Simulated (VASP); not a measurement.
# Ge2Te3O (R-3m) in VASP: a series of runs, part 2 of 2

VASP 6.6.1.

### Step 3. Single point, PBE

The input, INCAR:

```
SYSTEM = Ge2Te3O
PREC     = Accurate       ! precision mode
ENCUT    = 600            ! plane-wave cutoff, eV
EDIFF    = 1E-6           ! SCF threshold, eV
ISMEAR   = 0              ! smearing method
SIGMA    = 0.1            ! smearing width, eV
LREAL    = .False.        ! projectors in reciprocal space
LASPH    = .True.         ! aspherical terms in the spheres
NELM     = 120            ! most SCF steps
ALGO     = Normal         ! electronic algorithm
ISIF     = 2              ! what is computed and relaxed
LWAVE    = .False.        ! write WAVECAR
LCHARG   = .False.        ! write CHGCAR
GGA      = PE             ! functional
NBANDS   = 35             ! bands
GGA_COMPAT= .False.
```

The input, KPOINTS:

```
Automatic mesh
0
Gamma
  6 6 6
  0 0 0
```

The input, POSCAR:

```
Ge2Te3O
1.0
    3.4898136738      2.0148448652      3.3457161931
   -3.4898136738      2.0148448652      3.3457161931
    0.0000000000     -4.0296897267      3.3457161953
Ge Te O
2 3 1
Direct
    0.6331817208      0.6331817208      0.6331817208
    0.3668182792      0.3668182792      0.3668182792
    0.0000000000      0.0000000000      0.5000000000
    0.0000000000      0.5000000000      0.0000000000
    0.5000000000      0.0000000000      0.0000000000
    0.0000000000      0.0000000000      0.0000000000
```

Potentials or basis: VASP PAW PBE potentials, release 64 (Ge_d, Te, O).

The run is started by

```console
$ cat potpaw_PBE.64/Ge_d/POTCAR potpaw_PBE.64/Te/POTCAR potpaw_PBE.64/O/POTCAR > POTCAR
$ mpirun -np 1 vasp_std > vasp.out
```

OUTCAR:

```text
SYSTEM = Ge2Te3O
   PREC = Accurate
   ENCUT = 600
   EDIFF = 1E-6
   ISMEAR = 0
   LREAL = .False.
   LASPH = .True.
   NELM = 120
   ISIF = 2
   GGA = PE

 ion  position               nearest neighbor table
   1  0.633  0.633  0.633-   2 2.67   3 2.85   4 2.85   5 2.85
   2  0.367  0.367  0.367-   1 2.67   3 2.85   4 2.85   5 2.85
   3  0.000  0.000  0.500-   6 2.62   6 2.62   1 2.85   2 2.85   5 3.49   4 3.49   4 3.49   5 3.49

   4  0.000  0.500  0.000-   6 2.62   6 2.62   1 2.85   2 2.85   3 3.49   3 3.49   5 3.49   5 3.49

[... 1123 lines left out ...]
  -------------------------------------------------------------------------------------
  Total       -0.0565269     -0.0565269     -0.0902256      0.0000000     -0.0000000      0.0000000
  in kB       -0.6416252     -0.6416252     -1.0241324      0.0000000     -0.0000000      0.0000000
  external PRESSURE =      -0.7691276 kB  Pullay stress =       0.0000000 kB

 VOLUME and BASIS-vectors are now :
 -----------------------------------------------------------------------------
  energy-cutoff  :      600.00
  volume of cell :      141.15
      direct lattice vectors                 reciprocal lattice vectors
     3.489813674  2.014844865  3.345716193     0.143274125  0.082719355  0.099629889
    -3.489813674  2.014844865  3.345716193    -0.143274125  0.082719355  0.099629889
     0.000000000 -4.029689727  3.345716195     0.000000000 -0.165438709  0.099629889

 POSITION                                       TOTAL-FORCE (eV/Angst)
 -----------------------------------------------------------------------------------
      0.00000      0.00000      6.35534         0.000000      0.000000      0.006193
      0.00000      0.00000      3.68181         0.000000     -0.000000     -0.006193
      0.00000     -2.01484      1.67286         0.000000      0.000000     -0.000000
     -1.74491      1.00742      1.67286        -0.000000      0.000000      0.000000
      1.74491      1.00742      1.67286        -0.000000      0.000000     -0.000000
      0.00000      0.00000      0.00000         0.000000      0.000000     -0.000000
 -----------------------------------------------------------------------------------
    total drift:                               -0.000000      0.000000      0.000000

  FREE ENERGIE OF THE ION-ELECTRON SYSTEM (eV)
  ---------------------------------------------------
  free  energy   TOTEN  =       -21.9015391851 eV

  energy  without entropy=      -21.8871253108  energy(sigma->0) =      -21.89433225
```

OSZICAR:

```text
N       E                     dE             d eps       ncg     rms          rms(c)
DAV:   1     0.490305375050E+03    0.49031E+03   -0.25020E+04  2837   0.284E+03
DAV:   2     0.630931891391E+02   -0.42721E+03   -0.40899E+03  2288   0.786E+02
DAV:   3    -0.183392444653E+02   -0.81432E+02   -0.78958E+02  2799   0.175E+02
DAV:   4    -0.234015094956E+02   -0.50623E+01   -0.50044E+01  2533   0.493E+01
DAV:   5    -0.235449896978E+02   -0.14348E+00   -0.14332E+00  2815   0.918E+00    0.138E+01
DAV:   6    -0.231268410348E+02    0.41815E+00   -0.11560E+01  2643   0.169E+01    0.118E+01
DAV:   7    -0.219184165967E+02    0.12084E+01   -0.85063E+00  2573   0.929E+00    0.766E+00
DAV:   8    -0.219038377298E+02    0.14579E-01   -0.93514E-01  2372   0.434E+00    0.183E+00
DAV:   9    -0.219028354721E+02    0.10023E-02   -0.91673E-02  2464   0.148E+00    0.673E-01
DAV:  10    -0.219063280600E+02   -0.34926E-02   -0.26902E-02  2732   0.118E+00    0.562E-01
DAV:  11    -0.219014494947E+02    0.48786E-02   -0.94648E-03  2770   0.716E-01    0.496E-02
DAV:  12    -0.219015753155E+02   -0.12582E-03   -0.13968E-03  2479   0.185E-01    0.906E-02
DAV:  13    -0.219015718837E+02    0.34318E-05   -0.39335E-05  2623   0.388E-02    0.605E-02
DAV:  14    -0.219015392944E+02    0.32589E-04   -0.52635E-05  2609   0.546E-02    0.463E-03
DAV:  15    -0.219015391851E+02    0.10933E-06   -0.39137E-06  2103   0.995E-03
   1 F= -.21901539E+02 E0= -.21894332E+02  d E =-.144139E-01
```

Run time: 6.5 min. Hardware: 1 thread of Intel Xeon 8259CL, shared host; peak memory 0.36 GiB.

What came out:

```
Free energy            : -21.9015 eV
Pressure               : -0.1 GPa
Largest force          : 0.006 eV/Å
Band gap on the k mesh : zero (bands 26 and 27 overlap by 1.20 eV)
```

Forces in eV/Å, atoms in the order of the input:
```
Ge   0.000  0.000  0.006
Ge   0.000  0.000 -0.006
Te   0.000  0.000  0.000
Te   0.000  0.000  0.000
Te   0.000  0.000  0.000
O    0.000  0.000  0.000
```

Caveat: spin-orbit coupling is left out, which moves the levels of the heavy elements.

### Step 4. Relaxation of cell and atoms, PBE

This run uses another cell than the first one, of 24.90 Å³/atom.

The input, INCAR:

```
PREC = Accurate ; ENCUT = 600
EDIFF = 1E-7 ; ISMEAR = 0
SIGMA = 0.1 ; LREAL = F
LASPH = T ; NELM = 120
ALGO = Normal ; ISIF = 3
LWAVE = F ; LCHARG = F
GGA = PE ; IBRION = 2
NSW = 100 ; EDIFFG = -0.01
GGA_COMPAT = F ; NELMIN = 4
```

The input, KPOINTS:

```
Automatic mesh
0
Gamma
  6 6 6
```

The input, POSCAR:

```
Ge2Te3O
1.0
    3.1255189600      1.8045192200      4.4154751500
   -3.1255189600      1.8045192200      4.4154751500
    0.0000000000     -3.6090384300      4.4154751500
Ge Te O
2 3 1
Direct
    0.6293433300      0.6293433300      0.6293433300
    0.3706566700      0.3706566700      0.3706566700
    0.0000000000      0.0000000000      0.5000000000
    0.0000000000      0.5000000000      0.0000000000
    0.5000000000      0.0000000000      0.0000000000
    0.0000000000      0.0000000000      0.0000000000
```

The run is started by

```console
$ cat potpaw_PBE.64/Ge_d/POTCAR potpaw_PBE.64/Te/POTCAR potpaw_PBE.64/O/POTCAR > POTCAR
$ mpirun -np 1 vasp_std > vasp.out
```

Wall time 77 min (1 thread of Intel Xeon 8259CL, shared host); peak memory 0.47 GiB.

Results (log left out):

```yaml
Free_energy: -21.9018 eV
Relaxed_volume: 23.50 Å³/atom
Relaxed_cell: a = 5.236 Å, b = 5.236 Å, c = 5.236 Å, α = 83.56°, β = 83.56°, γ = 83.56°
Space_group_after_relaxing_to_0.1_Å: R-3m (No. 166)
Energy_gained_by_relaxing: 304.4 meV/atom
Ionic_steps: 15
Pressure_after_relaxing: 0.0 GPa
Largest_force_after_relaxing: 0.008 eV/Å
Band_gap_on_the_k_mesh: zero (bands 26 and 27 overlap by 1.20 eV)
```

Forces on the atoms (eV/Å):
```
Ge   0.000  0.000 -0.008
Ge   0.000  0.000  0.008
Te   0.000  0.000  0.000
Te   0.000  0.000  0.000
Te   0.000  0.000  0.000
O    0.000  0.000  0.000
```

The path:
```csv
step,energy change (eV),largest force (eV/Å),pressure (GPa),volume (Å³)
1,0.0000,0.1905,-3.99,149.42
2,-0.8020,0.0859,-0.15,136.06
3,-1.0690,0.4163,3.75,128.17
4,-0.4612,1.1902,18.59,112.51
5,-1.0973,0.5181,5.21,125.88
6,-1.5303,0.2665,4.39,128.24
7,-1.6754,0.0585,4.73,129.76
8,-1.6673,0.2207,4.92,130.03
9,-1.8007,0.4172,-1.14,142.49
10,-1.8096,0.3787,-0.06,139.81
11,-1.8195,0.2182,-0.01,139.95
12,-1.8246,0.0065,0.09,140.15
13,-1.8254,0.0073,0.03,140.48
14,-1.8259,0.0095,-0.18,141.24
15,-1.8262,0.0084,-0.02,140.99
```

Final structure:
```
Ge Te O
1.0
     3.48832    2.01399    3.34467
    -3.48832    2.01399    3.34467
     0.00000   -4.02797    3.34467
Ge Te O
2 3 1
Direct
  0.63330 0.63330 0.63330
  0.36670 0.36670 0.36670
  0.00000 0.00000 0.50000
  0.00000 0.50000 0.00000
  0.50000 0.00000 0.00000
  0.00000 0.00000 0.00000
```

Levels at points of the mesh, in eV from the Fermi level:
```tsv
k point	band 24	band 25	band 26	band 27	band 28	band 29
(0.00, 0.00, 0.00)	-1.30	-1.08	-0.21	-0.12	-0.12	1.95
(0.50, 0.00, 0.00)	-1.32	-1.08	-1.05	0.85	0.95	1.14
(0.50, 0.50, 0.00)	-2.19	-2.18	-0.32	0.62	0.78	1.38
(0.50, 0.50, 0.50)	-0.57	-0.34	-0.19	0.72	0.72	0.94
```

Caveat: spin-orbit coupling is left out, which moves the levels of the heavy elements.
